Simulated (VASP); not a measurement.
## Rh: single point with PBE

Crystal: Rh.

```
Rh
1.0
     0.00000    1.85401    1.85401
     1.85401    0.00000    1.85401
     1.85401    1.85401    0.00000
Rh
1
Cartesian
  0.0000 0.0000 0.0000
```

This cell differs from its parent crystal: strain -0.025 along x and y, -0.025 along z.

* Program: VASP 6.6.1
* Task: single point
* Functional: PBE
* Potentials or basis: VASP PAW PBE potentials, release 64 (Rh_pv)
* Cutoff: 520 eV
* k mesh: 22 × 22 × 22
* Occupations: methfessel-paxton, width 0.02 eV
* Spin: no spin polarisation
* Dipole correction: no
* Further INCAR settings: ALGO = Fast; EDIFF = 1e-06; NBANDS = 14

* Pressure: 31.9 GPa

Levels at points of the mesh, in eV from the Fermi level:
```csv
k point,band 3,band 4,band 5,band 6,band 7,band 8,band 9,band 10,band 11,band 12
"(0.00, 0.00, 0.00)",-46.50,-8.51,-3.45,-3.45,-3.45,-1.10,-1.10,15.92,20.31,21.82
"(0.50, 0.00, 0.00)",-46.63,-6.77,-3.55,-3.55,0.67,0.67,0.67,9.48,15.46,20.32
"(0.50, 0.50, 0.00)",-46.85,-7.06,-6.66,0.63,1.14,1.14,3.39,13.29,13.79,13.79
```

Wall time 21 s on 1 thread of Intel(R) Xeon(R) 6975P-C (Granite Rapids), on a shared host, peak memory 0.17 GiB.

Caveat: the cell differs from its parent crystal (strain -0.025 along x and y, -0.025 along z).
